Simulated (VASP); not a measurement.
# TiC in VASP: notebook

Runs on TiC. Level: PBEsol. Tasks: electric field gradients.

Everything below comes from runs of VASP 6.6.1. Logs are shortened: lines on timing, memory, paths and dates and some standing lists are left out, and cuts for length are marked.

### 1 The cell of the first run

Symmetry: Fm-3m, No. 225, cubic system. The conventional cell has a = 4.328 Å, b = 4.328 Å, c = 4.328 Å, α = 90.00°, β = 90.00°, γ = 90.00°. Ti (site symmetry m-3m) has 6 C at 2.16 Å within 2.9 Å. C (site symmetry m-3m) has 6 Ti at 2.16 Å within 2.9 Å.

### 2 Electric field gradients, PBEsol

INCAR reads:

```
PREC     = Accurate       # precision mode
ENCUT    = 520            # plane-wave cutoff, eV
EDIFF    = 1E-8           # SCF threshold, eV
ISMEAR   = -1             # smearing method
SIGMA    = 0.03           # smearing width, eV
LREAL    = False          # projectors in reciprocal space
LASPH    = True           # aspherical terms in the spheres
NELM     = 100            # most SCF steps
ALGO     = Normal         # electronic algorithm
ISIF     = 2              # what is computed and relaxed
LWAVE    = False          # write WAVECAR
LCHARG   = False          # write CHGCAR
GGA      = PS             # functional
LEFG     = True         
NBANDS   = 15             # bands
```

KPOINTS reads:

```
Automatic mesh
0
Gamma
  14 14 14
```

POSCAR reads:

```
TiC
1.0
    0.0000000000      2.1640000000      2.1640000000
    2.1640000000      0.0000000000      2.1640000000
    2.1640000000      2.1640000000      0.0000000000
Ti C
1 1
Direct
    0.0000000000      0.0000000000      0.0000000000
    0.5000000000      0.5000000000      0.5000000000
```

Potentials or basis: VASP PAW PBE potentials, release 64 (Ti_sv, C).

Command:

```console
$ cat potpaw_PBE.64/Ti_sv/POTCAR potpaw_PBE.64/C/POTCAR > POTCAR
$ mpirun -np 1 vasp_std > vasp.out
```

OUTCAR:

```text
PREC = Accurate
   ENCUT = 520
   EDIFF = 1E-8
   ISMEAR = -1
   LREAL = False
   LASPH = True
   NELM = 100
   ISIF = 2
   GGA = PS

 ion  position               nearest neighbor table
   1  0.000  0.000  0.000-   2 2.16   2 2.16   2 2.16   2 2.16   2 2.16   2 2.16
   2  0.500  0.500  0.500-   1 2.16   1 2.16   1 2.16   1 2.16   1 2.16   1 2.16

  LATTYP: Found a face centered cubic cell.
 ALAT       =     4.3280000000

  Lattice vectors:

 A1 = (   0.0000000000,   2.1640000000,   2.1640000000)
 A2 = (   2.1640000000,   0.0000000000,   2.1640000000)
 A3 = (   2.1640000000,   2.1640000000,   0.0000000000)

Analysis of symmetry for initial positions (statically):
=====================================================================
 Subroutine PRICEL returns:
 Original cell was already a primitive cell.

 Routine SETGRP: Setting up the symmetry group for a
 face centered cubic supercell.

 Subroutine GETGRP returns: Found 48 space group operations
 (whereof 48 operations were pure point group operations)
 out of a pool of 48 trial point group operations.

The static configuration has the point symmetry O_h .

Analysis of symmetry for dynamics (positions and initial velocities):
=====================================================================
 Subroutine PRICEL returns:
 Original cell was already a primitive cell.

 Routine SETGRP: Setting up the symmetry group for a
 face centered cubic supercell.

 Subroutine GETGRP returns: Found 48 space group operations
 (whereof 48 operations were pure point group operations)
 out of a pool of 48 trial point group operations.

The dynamic configuration has the point symmetry O_h .

 Subroutine INISYM returns: Found 48 space group operations
 (whereof 48 operations are pure point group operations),
 and found     1 'primitive' translations

----------------------------------------------------------------------------------------

                                     Primitive cell

  volume of cell :      20.2676

  direct lattice vectors                    reciprocal lattice vectors
     0.000000000  2.164000000  2.164000000    -0.231053604  0.231053604  0.231053604
     2.164000000  0.000000000  2.164000000     0.231053604 -0.231053604  0.231053604
     2.164000000  2.164000000  0.000000000     0.231053604  0.231053604 -0.231053604

  length of vectors
     3.060358149  3.060358149  3.060358149     0.400196582  0.400196582  0.400196582

  position of ions in fractional coordinates (direct lattice)
     0.000000000  0.000000000  0.000000000
     0.500000000  0.500000000  0.500000000

  ion indices of the primitive-cell ions
   primitive index   ion index
                 1           1
                 2           2

----------------------------------------------------------------------------------------

 KPOINTS: Automatic mesh

Automatic generation of k-mesh.
 Grid dimensions read from file:
 generate k-points for:   14   14   14

 Generating k-lattice:

  Cartesian coordinates                     Fractional coordinates (reciprocal lattice)
    -0.016503829  0.016503829  0.016503829     0.071428571  0.000000000  0.000000000
     0.016503829 -0.016503829  0.016503829     0.000000000  0.071428571  0.000000000
     0.016503829  0.016503829 -0.016503829     0.000000000  0.000000000  0.071428571

  Length of vectors
     0.028585470  0.028585470  0.028585470

  Shift w.r.t. Gamma in fractional coordinates (k-lattice)
     0.000000000  0.000000000  0.000000000

 Subroutine IBZKPT returns following result:
 ===========================================

 Found    104 irreducible k-points:

 Following reciprocal coordinates:
            Coordinates               Weight
  0.000000  0.000000  0.000000      1.000000
  0.071429  0.000000  0.000000      8.000000
  0.142857  0.000000  0.000000      8.000000
  0.214286  0.000000  0.000000      8.000000
  0.285714  0.000000  0.000000      8.000000
  0.357143  0.000000  0.000000      8.000000
[... 16 lines left out ...]
  0.214286  0.142857  0.000000     24.000000
  0.285714  0.142857  0.000000     24.000000
 [... further k-points ...]
   k-points           NKPTS =    104   k-points in BZ     NKDIM =    104   number of bands    NBANDS=     15
   number of dos      NEDOS =    301   number of ions     NIONS =      2
   total plane-waves  NPLWV =  13824
   dimension x,y,z NGX =    24 NGY =   24 NGZ =   24
   dimension x,y,z NGXF=    48 NGYF=   48 NGZF=   48
   ions per type =               1   1
   NGX,Y,Z   is equivalent  to a cutoff of  13.04, 13.04, 13.04 a.u.
   NGXF,Y,Z  is equivalent  to a cutoff of  26.07, 26.07, 26.07 a.u.
 SYSTEM =  unknown system
   PREC   = accura    normal or accurate (medium, high low for compatibility)
   ISTART =      0    job   : 0-new  1-cont  2-samecut
   ICHARG =      2    charge: 1-file 2-atom 10-const
   ISPIN  =      1    spin polarized calculation?
   LNONCOLLINEAR =      F non collinear calculations
   LSORBIT =      F    spin-orbit coupling
   LASPH  =      T    aspherical Exc in radial PAW
   ENCUT  =  520.0 eV  38.22 Ry    6.18 a.u.   5.69  5.69  5.69*2*pi/ulx,y,z
   NELM   =    100;   NELMIN=  2; NELMDL= -5     # of ELM steps
   EDIFF  = 0.1E-07   stopping-criterion for ELM
   LREAL  =      F    real-space projection
   EDIFFG = 0.1E-06   stopping-criterion for IOM
   NSW    =      0    number of steps for IOM
   IBRION =     -1    ionic relax: 0-MD 1-quasi-New 2-CG
   NFREE  =      0    steps in history (QN), initial steepest desc. (CG)
   ISIF   =      2    stress and relaxation
   ISYM   =      2    0-nonsym 1-usesym 2-fastsym
   POTIM  = 0.5000    time-step for ionic-motion
   TEBEG  =    0.0;   TEEND  =   0.0 temperature during run
   PSTRESS=    0.0 pullay stress
   NELECT =      16.0000    total number of electrons
   NUPDOWN=      -1.0000    fix difference up-down
   EMIN   =  10.00;   EMAX   =-10.00  energy-range for DOS
   EFERMI =   0.00;   METHOD = LEGACY
   ISMEAR =    -1;   SIGMA  =   0.03  broadening in eV -4-tet -1-fermi 0-gaus
   EFERMI_NEDOS =   21; number of points for ismear=-14 and -15
   IALGO  =     38    algorithm
   IMIX   =      4    mixing-type and parameters
     AMIX     =   0.40;   BMIX     =  1.00
     AMIX_MAG =   1.60;   BMIX_MAG =  1.00
  volume/ion in A,a.u.               =      10.13        68.39
  Fermi-wavevector in a.u.,A,eV,Ry     =   1.513030  2.859212 31.147275  2.289260
  Thomas-Fermi vector in A             =   2.622876
   LORBIT       =      0    0 simple, 1 ext, 2 COOP (PROOUT), +10 PAW based schemes
   GGA     = PS    functional components
   LHFCALC =     F    Hartree Fock is set to
   AEXX    =    0.0000 exact exchange contribution
   IVDW    =     0    specifies the selected vdW correction
   LEPSILON=     F    determine dielectric tensor
   LRPA    =     F    only Hartree local field effects (RPA)
 non-spin polarized calculation
  energy-cutoff  :      520.00
  volume of cell :       20.27
 maximum number of plane-waves:       568
   NGX = 11   NGY = 11   NGZ = 11

 number of electron      16.0000001 magnetization

 Free energy of the ion-electron system (eV)
  ---------------------------------------------------
  ext. energy  EPLUGINS =         0.00000000
  ---------------------------------------------------
  free energy    TOTEN  =       -19.79383952 eV

  energy without entropy =      -19.79289515  energy(sigma->0) =      -19.79336733

 E-fermi :   9.3228     XC(G=0): -12.8723

 val. band max:        9.3223644376   @ k =   0.3571   0.2857   0.0000
 cond. band min:       9.3770593929   @ k =   0.4286   0.3571   0.0000
 fundamental gap:      0.0546949552
 Fermi energy:         9.3227818101

 k-point     1 :       0.0000    0.0000    0.0000
  band No.  band energies     occupation
      1     -46.9934      2.00000
      2     -23.1188      2.00000
      3     -23.1188      2.00000
      4     -23.1188      2.00000
      5      -3.0488      2.00000
      6       9.9940      0.00000
      7       9.9940      0.00000
      8       9.9940      0.00000
      9      11.0375      0.00000
     10      11.0375      0.00000
     11      11.0375      0.00000
     12      11.0607      0.00000
     13      11.0607      0.00000
     14      19.8410      0.00000
[... 401 lines left out ...]
      2     -23.3708      2.00000
      3     -23.1811      2.00000
      4     -23.1725      2.00000
      5      -1.5834      2.00000
      6       6.1580      2.00000
      7       7.6679      2.00000
      8       8.2193      2.00000
      9      10.1325      0.00000
     10      11.6332      0.00000
     11      12.7528      0.00000
     12      13.8869      0.00000
     13      15.7545      0.00000
     14      21.4539      0.00000
     15      23.5895      0.00000

 [... further k-points ...]

------------------------ aborting loop because EDIFF is reached ----------------------------------------

  FORCE on cell =-STRESS in cart. coord.  units (eV):
  Direction    XX          YY          ZZ          XY          YZ          ZX
  --------------------------------------------------------------------------------------
  -------------------------------------------------------------------------------------
  Total       -0.7453347     -0.7453347     -0.7453347      0.0000000      0.0000000     -0.0000000
  in kB      -58.9196461    -58.9196461    -58.9196461      0.0000000      0.0000000     -0.0000000
  external PRESSURE =     -58.9196461 kB  Pullay stress =       0.0000000 kB

 VOLUME and BASIS-vectors are now :
 -----------------------------------------------------------------------------
  energy-cutoff  :      520.00
  volume of cell :       20.27
      direct lattice vectors                 reciprocal lattice vectors
     0.000000000  2.164000000  2.164000000    -0.231053604  0.231053604  0.231053604
     2.164000000  0.000000000  2.164000000     0.231053604 -0.231053604  0.231053604
     2.164000000  2.164000000  0.000000000     0.231053604  0.231053604 -0.231053604

 POSITION                                       TOTAL-FORCE (eV/Angst)
 -----------------------------------------------------------------------------------
      0.00000      0.00000      0.00000         0.000000     -0.000000      0.000000
      2.16400      2.16400      2.16400        -0.000000      0.000000     -0.000000
 -----------------------------------------------------------------------------------
    total drift:                                0.000000     -0.000000     -0.000000

  FREE ENERGIE OF THE ION-ELECTRON SYSTEM (eV)
  ---------------------------------------------------
  free  energy   TOTEN  =       -19.7938395214 eV

  energy  without entropy=      -19.7928951482  energy(sigma->0) =      -19.79336733

 Electric field gradients (V/A^2)
---------------------------------------------------------------------
 ion       V_xx      V_yy      V_zz      V_xy      V_xz      V_yz
---------------------------------------------------------------------
   1       0.000     0.000     0.000     0.000     0.000     0.000
   2       0.000    -0.000    -0.000     0.000     0.000     0.000
---------------------------------------------------------------------

 Electric field gradients after diagonalization (V/A^2)
 (convention: |V_zz| > |V_xx| > |V_yy|)
----------------------------------------------------------------------
 ion       V_xx      V_yy      V_zz     asymmetry (V_yy - V_xx)/ V_zz
----------------------------------------------------------------------
   1      -0.000    -0.000     0.001       0.000
   2      -0.000    -0.000     0.000       0.000
----------------------------------------------------------------------

           NMR quadrupolar parameters

 Cq : quadrupolar parameter    Cq=e*Q*V_zz/h
 eta: asymmetry parameters     (V_yy - V_xx)/ V_zz
 Q  : nuclear electric quadrupole moment in mb (millibarn)
----------------------------------------------------------------------
 ion       Cq(MHz)       eta       Q (mb)
----------------------------------------------------------------------
   1       0.000       0.000       1.000
   2       0.000       0.000       1.000
----------------------------------------------------------------------
```

Run time: 21 s. Hardware: 1 thread of Intel Xeon Platinum 8375C at 2.90GHz (Ice Lake), shared host; peak memory 0.16 GiB.

What came out:

| Property | Result |
| --- | --- |
| Free energy | -19.7938 eV |
| Pressure | -5.9 GPa |
| Band gap on the k mesh | zero (band 8 reaches 9.99 eV, above the bottom of band 9 at 8.93 eV) |

Levels at points of the mesh, in eV from the Fermi level:
```csv
k point,band 5,band 6,band 7,band 8,band 9,band 10,band 11,band 12
"(0.00, 0.00, 0.00)",-12.37,0.67,0.67,0.67,1.71,1.71,1.71,1.74
"(0.50, 0.00, 0.00)",-8.84,-5.88,-2.90,-2.90,2.93,2.93,4.13,8.18
"(0.50, 0.50, 0.00)",-10.06,-3.44,-1.67,-0.01,-0.01,2.75,3.54,3.54
```

Caveat: without QUAD_EFG the Cq values of the log hold for a quadrupole moment of 1 mb, not for the nuclei; the PAW data sets were made with another functional, which shifts forces and pressure a little.

### 3 Electric field gradients, PBEsol (zz strain of +2 %)

INCAR reads:

```
PREC     = Accurate       # precision mode
ENCUT    = 520            # plane-wave cutoff, eV
EDIFF    = 1E-8           # SCF threshold, eV
ISMEAR   = -1             # smearing method
SIGMA    = 0.03           # smearing width, eV
LREAL    = F              # projectors in reciprocal space
LASPH    = T              # aspherical terms in the spheres
NELM     = 120            # most SCF steps
ALGO     = Normal         # electronic algorithm
ISIF     = 2              # what is computed and relaxed
LWAVE    = F              # write WAVECAR
LCHARG   = F              # write CHGCAR
GGA      = PS             # functional
LEFG     = T            
NBANDS   = 15             # bands
GGA_COMPAT= F
```

KPOINTS reads:

```
regular mesh
0
Gamma
  14 14 14
```

POSCAR reads:

```
TiC
1.0
    0.0000000000      2.1640000000      2.2072800000
    2.1640000000      0.0000000000      2.2072800000
    2.1640000000      2.1640000000      0.0000000000
Ti C
1 1
Direct
    0.0000000000      0.0000000000      0.0000000000
    0.5000000000      0.5000000000      0.5000000000
```

Potentials or basis: VASP PAW PBE potentials, release 64 (Ti_sv, C).

Command:

```console
$ cat potpaw_PBE.64/Ti_sv/POTCAR potpaw_PBE.64/C/POTCAR > POTCAR
$ mpirun -np 1 vasp_std > vasp.out
```

OUTCAR:

```text
PREC = Accurate
   ENCUT = 520
   EDIFF = 1E-8
   ISMEAR = -1
   LREAL = F
   LASPH = T
   NELM = 120
   ISIF = 2
   GGA = PS

 ion  position               nearest neighbor table
   1  0.000  0.000  0.000-   2 2.16   2 2.16   2 2.16   2 2.16   2 2.21   2 2.21
   2  0.500  0.500  0.500-   1 2.16   1 2.16   1 2.16   1 2.16   1 2.21   1 2.21

  LATTYP: Found a body centered tetragonal cell.
 ALAT       =     3.0603581490
 C/A-ratio  =     1.4424978336

  Lattice vectors:
[... 644 lines left out ...]

  FREE ENERGIE OF THE ION-ELECTRON SYSTEM (eV)
  ---------------------------------------------------
  free  energy   TOTEN  =       -19.7675031766 eV

  energy  without entropy=      -19.7665449175  energy(sigma->0) =      -19.76702405

 Electric field gradients (V/A^2)
---------------------------------------------------------------------
 ion       V_xx      V_yy      V_zz      V_xy      V_xz      V_yz
---------------------------------------------------------------------
   1      -7.707    -7.707    15.413     0.000    -0.000    -0.000
   2      -1.274    -1.274     2.549     0.000     0.000     0.000
---------------------------------------------------------------------

 Electric field gradients after diagonalization (V/A^2)
 (convention: |V_zz| > |V_xx| > |V_yy|)
----------------------------------------------------------------------
 ion       V_xx      V_yy      V_zz     asymmetry (V_yy - V_xx)/ V_zz
----------------------------------------------------------------------
   1      -7.707    -7.706    15.413       0.000
   2      -1.274    -1.274     2.549       0.000
----------------------------------------------------------------------

           NMR quadrupolar parameters

 Cq : quadrupolar parameter    Cq=e*Q*V_zz/h
 eta: asymmetry parameters     (V_yy - V_xx)/ V_zz
 Q  : nuclear electric quadrupole moment in mb (millibarn)
----------------------------------------------------------------------
 ion       Cq(MHz)       eta       Q (mb)
----------------------------------------------------------------------
   1       0.037       0.000       1.000
   2       0.006       0.000       1.000
----------------------------------------------------------------------
```

stdout:

```text
POSCAR found type information on POSCAR TiC
 POSCAR found :  2 types and       2 ions
 scaLAPACK will be used
 -----------------------------------------------------------------------------
|                                                                             |
|                                                                             |
|     You enforced a specific xc type in the INCAR file but a different       |
|     I HOPE YOU KNOW WHAT YOU ARE DOING!                                     |
|                                                                             |
 -----------------------------------------------------------------------------

 LDA part: xc-table for (Slater+PW92), standard interpolation
 POSCAR, INCAR and KPOINTS ok, starting setup
 FFT: planning ... GRIDC
 FFT: planning ... GRID_SOFT
 FFT: planning ... GRID
 WAVECAR not read
 entering main loop
ion   1

ion   2
```

It took 38 s on 1 thread of Intel Xeon Platinum 8375C at 2.90GHz (Ice Lake), shared host; peak memory 0.2 GiB.

What came out:

```yaml
Free_energy: -19.7675 eV
Pressure: -10.3 GPa
Band_gap_on_the_k_mesh: zero (band 8 reaches 9.81 eV, above the bottom of band 9 at 8.64 eV)
```

Electric field gradients, principal values (V/Å²):
```tsv
atom	least	middle	greatest (by size)
1 Ti	-7.706	-7.707	15.413
2 C	-1.274	-1.274	2.549
```

Caveat: the cell differs from its parent crystal (zz strain of +2 %); without QUAD_EFG the Cq values of the log hold for a quadrupole moment of 1 mb, not for the nuclei; the PAW data sets were made with another functional, which shifts forces and pressure a little.

[end of part 1 of 2]
